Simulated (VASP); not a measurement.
# Al (Im-3m) in VASP: notebook

Al is run at these levels: LDA; tasks: single point.

Program: VASP 6.6.1. These are calculated values, not measurements. Logs are shortened: lines on timing, memory, paths and dates and some standing lists are left out, and cuts for length are marked.

## (1) The cell of the first run

It takes space group Im-3m (No. 229, cubic). The conventional cell has a = 3.190 Å, b = 3.190 Å, c = 3.190 Å, α = 90.00°, β = 90.00°, γ = 90.00°. Within 3.6 Å of Al (site symmetry m-3m) lie 14 Al at 2.76 to 3.19 Å.

## (2) Single point, LDA

Input file INCAR:

```
SYSTEM = Al
PREC = Accurate
ENCUT = 520
EDIFF = 1E-6
ISMEAR = -1
SIGMA = 0.1
LREAL = .FALSE.
LASPH = .TRUE.
NELM = 80
ALGO = Normal
ISIF = 2
LWAVE = .FALSE.
LCHARG = .FALSE.
GGA = CA
NBANDS = 8
```

Input file KPOINTS:

```
regular mesh
0
G
  14 14 14
  0 0 0
```

Input file POSCAR:

```
Al
1.0
   -1.5951996259      1.5951996259      1.5951996259
    1.5951996259     -1.5951996259      1.5951996259
    1.5951996259      1.5951996259     -1.5951996259
Al
1
Direct
    0.0000000000      0.0000000000      0.0000000000
```

Potentials or basis: VASP PAW LDA potentials, release 64 (Al).

Started as:

```
$ cat potpaw_LDA.64/Al/POTCAR > POTCAR
$ mpirun -np 1 vasp_std > vasp.out
```

OUTCAR:

```text
SYSTEM = Al
   PREC = Accurate
   ENCUT = 520
   EDIFF = 1E-6
   ISMEAR = -1
   LREAL = .FALSE.
   LASPH = .TRUE.
   NELM = 80
   ISIF = 2
   GGA = CA

 ion  position               nearest neighbor table
   1  0.000  0.000  0.000-

  LATTYP: Found a body centered cubic cell.
 ALAT       =     3.1903992518

  Lattice vectors:

 A1 = (  -1.5951996259,   1.5951996259,   1.5951996259)
 A2 = (   1.5951996259,  -1.5951996259,   1.5951996259)
 A3 = (   1.5951996259,   1.5951996259,  -1.5951996259)

Analysis of symmetry for initial positions (statically):
=====================================================================
 Subroutine PRICEL returns:
 Original cell was already a primitive cell.

 Routine SETGRP: Setting up the symmetry group for a
 body centered cubic supercell.

 Subroutine GETGRP returns: Found 48 space group operations
 (whereof 48 operations were pure point group operations)
 out of a pool of 48 trial point group operations.

The static configuration has the point symmetry O_h .

Analysis of symmetry for dynamics (positions and initial velocities):
=====================================================================
 Subroutine PRICEL returns:
 Original cell was already a primitive cell.

 Routine SETGRP: Setting up the symmetry group for a
 body centered cubic supercell.

 Subroutine GETGRP returns: Found 48 space group operations
 (whereof 48 operations were pure point group operations)
 out of a pool of 48 trial point group operations.

The dynamic configuration has the point symmetry O_h .

 Subroutine INISYM returns: Found 48 space group operations
 (whereof 48 operations are pure point group operations),
 and found     1 'primitive' translations

----------------------------------------------------------------------------------------

                                     Primitive cell

  volume of cell :      16.2370

  direct lattice vectors                    reciprocal lattice vectors
    -1.595199626  1.595199626  1.595199626     0.000000000  0.313440394  0.313440394
     1.595199626 -1.595199626  1.595199626     0.313440394  0.000000000  0.313440394
     1.595199626  1.595199626 -1.595199626     0.313440394  0.313440394  0.000000000

  length of vectors
     2.762966800  2.762966800  2.762966800     0.443271657  0.443271657  0.443271657

  position of ions in fractional coordinates (direct lattice)
     0.000000000  0.000000000  0.000000000

  ion indices of the primitive-cell ions
   primitive index   ion index
                 1           1

----------------------------------------------------------------------------------------

 KPOINTS: regular mesh

Automatic generation of k-mesh.
 Grid dimensions read from file:
 generate k-points for:   14   14   14

 Generating k-lattice:

  Cartesian coordinates                     Fractional coordinates (reciprocal lattice)
     0.000000000  0.022388600  0.022388600     0.071428571  0.000000000  0.000000000
     0.022388600  0.000000000  0.022388600     0.000000000  0.071428571  0.000000000
     0.022388600  0.022388600  0.000000000     0.000000000  0.000000000  0.071428571

  Length of vectors
     0.031662261  0.031662261  0.031662261

  Shift w.r.t. Gamma in fractional coordinates (k-lattice)
     0.000000000  0.000000000  0.000000000

 Subroutine IBZKPT returns following result:
 ===========================================

 Found    104 irreducible k-points:

 Following reciprocal coordinates:
            Coordinates               Weight
  0.000000  0.000000  0.000000      1.000000
  0.071429  0.000000  0.000000     12.000000
  0.142857  0.000000  0.000000     12.000000
  0.214286  0.000000  0.000000     12.000000
  0.285714  0.000000  0.000000     12.000000
  0.357143  0.000000  0.000000     12.000000
[... 16 lines left out ...]
  0.285714  0.285714  0.000000     24.000000
  0.357143  0.285714  0.000000     24.000000
 [... further k-points ...]
   k-points           NKPTS =    104   k-points in BZ     NKDIM =    104   number of bands    NBANDS=      8
   number of dos      NEDOS =    301   number of ions     NIONS =      1
   total plane-waves  NPLWV =  13824
   dimension x,y,z NGX =    24 NGY =   24 NGZ =   24
   dimension x,y,z NGXF=    48 NGYF=   48 NGZF=   48
   ions per type =               1
   NGX,Y,Z   is equivalent  to a cutoff of  14.44, 14.44, 14.44 a.u.
   NGXF,Y,Z  is equivalent  to a cutoff of  28.88, 28.88, 28.88 a.u.
 SYSTEM =  Al
   PREC   = accura    normal or accurate (medium, high low for compatibility)
   ISTART =      0    job   : 0-new  1-cont  2-samecut
   ICHARG =      2    charge: 1-file 2-atom 10-const
   ISPIN  =      1    spin polarized calculation?
   LNONCOLLINEAR =      F non collinear calculations
   LSORBIT =      F    spin-orbit coupling
   LASPH  =      T    aspherical Exc in radial PAW
   ENCUT  =  520.0 eV  38.22 Ry    6.18 a.u.   5.14  5.14  5.14*2*pi/ulx,y,z
   NELM   =     80;   NELMIN=  2; NELMDL= -5     # of ELM steps
   EDIFF  = 0.1E-05   stopping-criterion for ELM
   LREAL  =      F    real-space projection
   EDIFFG = 0.1E-04   stopping-criterion for IOM
   NSW    =      0    number of steps for IOM
   IBRION =     -1    ionic relax: 0-MD 1-quasi-New 2-CG
   NFREE  =      0    steps in history (QN), initial steepest desc. (CG)
   ISIF   =      2    stress and relaxation
   ISYM   =      2    0-nonsym 1-usesym 2-fastsym
   POTIM  = 0.5000    time-step for ionic-motion
   TEBEG  =    0.0;   TEEND  =   0.0 temperature during run
   PSTRESS=    0.0 pullay stress
   NELECT =       3.0000    total number of electrons
   NUPDOWN=      -1.0000    fix difference up-down
   EMIN   =  10.00;   EMAX   =-10.00  energy-range for DOS
   EFERMI =   0.00;   METHOD = LEGACY
   ISMEAR =    -1;   SIGMA  =   0.10  broadening in eV -4-tet -1-fermi 0-gaus
   EFERMI_NEDOS =   21; number of points for ismear=-14 and -15
   IALGO  =     38    algorithm
   IMIX   =      4    mixing-type and parameters
     AMIX     =   0.40;   BMIX     =  1.00
     AMIX_MAG =   1.60;   BMIX_MAG =  1.00
  volume/ion in A,a.u.               =      16.24       109.57
  Fermi-wavevector in a.u.,A,eV,Ry     =   0.932424  1.762026 11.829108  0.869415
  Thomas-Fermi vector in A             =   2.059020
   LORBIT       =      0    0 simple, 1 ext, 2 COOP (PROOUT), +10 PAW based schemes
   GGA     = CA    functional components
   LHFCALC =     F    Hartree Fock is set to
   AEXX    =    0.0000 exact exchange contribution
   IVDW    =     0    specifies the selected vdW correction
   LEPSILON=     F    determine dielectric tensor
   LRPA    =     F    only Hartree local field effects (RPA)
 non-spin polarized calculation
  energy-cutoff  :      520.00
  volume of cell :       16.24
 maximum number of plane-waves:       466
 NGX is ok and might be reduce to    24
   NGX = 11   NGY = 11   NGZ = 11

 number of electron       3.0000000 magnetization

 Free energy of the ion-electron system (eV)
  ---------------------------------------------------
  ext. energy  EPLUGINS =         0.00000000
  ---------------------------------------------------
  free energy    TOTEN  =        -4.10216243 eV

  energy without entropy =       -4.08948835  energy(sigma->0) =       -4.09582539

 E-fermi :   7.9655     XC(G=0): -10.4067

 val. band max:        7.7541968922   @ k =   0.2857   0.1429   0.0714
 cond. band min:       7.9808101352   @ k =   0.2857   0.2857   0.0000
 fundamental gap:      0.2266132429
 Fermi energy:         7.9655471282

 k-point     1 :       0.0000    0.0000    0.0000
  band No.  band energies     occupation
      1      -3.2469      2.00000
      2      21.2507      0.00000
      3      21.2507      0.00000
      4      21.2507      0.00000
      5      22.6226      0.00000
      6      22.6226      0.00000
      7      22.6226      0.00000
      8      24.3686      0.00000

 k-point     2 :       0.0714    0.0000    0.0000
  band No.  band energies     occupation
      1      -3.0988      2.00000
      2      19.5189      0.00000
      3      20.2501      0.00000
      4      20.6853      0.00000
      5      22.0743      0.00000
      6      23.2040      0.00000
      7      23.4395      0.00000
      8      23.8683      0.00000

 k-point     3 :       0.1429    0.0000    0.0000
  band No.  band energies     occupation
      1      -2.6556      2.00000
      2      16.6481      0.00000
      3      19.0097      0.00000
      4      19.5647      0.00000
      5      21.0086      0.00000
      6      22.1897      0.00000
      7      24.2412      0.00000
      8      24.6939      0.00000

 k-point     4 :       0.2143    0.0000    0.0000
  band No.  band energies     occupation
      1      -1.9200      2.00000
      2      13.7032      0.00000
      3      17.9703      0.00000
      4      18.4479      0.00000
      5      19.9724      0.00000
      6      21.2839      0.00000
      7      25.1947      0.00000
      8      25.2439      0.00000

 k-point     5 :       0.2857    0.0000    0.0000
  band No.  band energies     occupation
      1      -0.8967      2.00000
      2      10.9050      0.00000
      3      17.1601      0.00000
      4      17.5175      0.00000
      5      19.1219      0.00000
      6      20.5181      0.00000
      7      26.0224      0.00000
      8      26.3274      0.00000
[... 177 lines left out ...]
 k-point    22 :       0.3571    0.2143    0.0000
  band No.  band energies     occupation
      1       3.8115      2.00000
      2       5.8307      2.00000
      3       9.7296      0.00000
      4      15.3974      0.00000
      5      21.3280      0.00000
      6      24.4312      0.00000
      7      25.8824      0.00000
      8      28.3032      0.00000

 k-point    23 :       0.2857    0.2857    0.0000
  band No.  band energies     occupation
      1       3.6786      2.00000
      2       7.3249      1.99670
      3       7.9808      0.92383
      4      15.2789      0.00000
      5      22.7602      0.00000
      6      23.1173      0.00000
      7      26.0848      0.00000
      8      29.6559      0.00000

 k-point    24 :       0.3571    0.2857    0.0000
  band No.  band energies     occupation
      1       5.2676      2.00000
      2       5.7280      2.00000
      3       7.5965      1.95129
      4      15.1539      0.00000
      5      22.8165      0.00000
      6      24.4720      0.00000
      7      24.5253      0.00000
      8      30.2565      0.00000

 [... further k-points ...]
[... 5 lines left out ...]
  --------------------------------------------------------------------------------------
  -------------------------------------------------------------------------------------
  Total        0.0088394      0.0088394      0.0088394     -0.0000000      0.0000000      0.0000000
  in kB        0.8722246      0.8722246      0.8722246     -0.0000000      0.0000000      0.0000000
  external PRESSURE =       0.8722246 kB  Pullay stress =       0.0000000 kB

 VOLUME and BASIS-vectors are now :
 -----------------------------------------------------------------------------
  energy-cutoff  :      520.00
  volume of cell :       16.24
      direct lattice vectors                 reciprocal lattice vectors
    -1.595199626  1.595199626  1.595199626     0.000000000  0.313440394  0.313440394
     1.595199626 -1.595199626  1.595199626     0.313440394  0.000000000  0.313440394
     1.595199626  1.595199626 -1.595199626     0.313440394  0.313440394  0.000000000

 POSITION                                       TOTAL-FORCE (eV/Angst)
 -----------------------------------------------------------------------------------
      0.00000      0.00000      0.00000         0.000000     -0.000000     -0.000000
 -----------------------------------------------------------------------------------
    total drift:                                0.000000      0.000000      0.000000

  FREE ENERGIE OF THE ION-ELECTRON SYSTEM (eV)
  ---------------------------------------------------
  free  energy   TOTEN  =        -4.1021624296 eV

  energy  without entropy=       -4.0894883549  energy(sigma->0) =       -4.09582539
```

Wall time 4.5 s (1 thread of Intel Xeon 6975P-C, shared host); peak memory 0.12 GiB.

Results:

```
Free energy : -4.1022 eV
Pressure    : 0.1 GPa
```

## (3) Single point, LDA (volume scaled by 0.88)

Input file INCAR:

```
SYSTEM = Al
ALGO = Normal ; EDIFF = 1E-7
ENCUT = 520 ; GGA = CA
ISIF = 2 ; ISMEAR = -1
LASPH = .TRUE. ; LCHARG = .FALSE.
LREAL = .FALSE. ; LWAVE = .FALSE.
NBANDS = 8 ; NELM = 60
PREC = Accurate ; SIGMA = 0.1
```

Input file KPOINTS:

```
k-points
0
G
  16 16 16
  0 0 0
```

Input file POSCAR:

```
Al
1.0
   -1.5286542327      1.5286542327      1.5286542327
    1.5286542327     -1.5286542327      1.5286542327
    1.5286542327      1.5286542327     -1.5286542327
Al
1
Direct
    0.0000000000      0.0000000000      0.0000000000
```

Potentials or basis: VASP PAW LDA potentials, release 64 (Al).

Started as:

```
$ cat potpaw_LDA.64/Al/POTCAR > POTCAR
$ mpirun -np 1 vasp_std > vasp.out
```

It took 6.1 s on 1 thread of Intel Xeon 6975P-C, shared host; peak memory 0.12 GiB.

The run converged. Its results:

```
Free energy : -4.0285 eV
Pressure    : 12.3 GPa
```

Levels at points of the mesh, in eV from the Fermi level:
```tsv
k point	band 1	band 2	band 3	band 4	band 5	band 6
(0.00, 0.00, 0.00)	-12.14	14.07	14.07	14.07	16.65	16.65
(0.50, 0.00, 0.00)	-4.84	-4.05	8.60	9.20	10.97	12.62
(0.50, 0.50, 0.50)	2.10	2.10	2.10	2.80	2.80	7.21
```
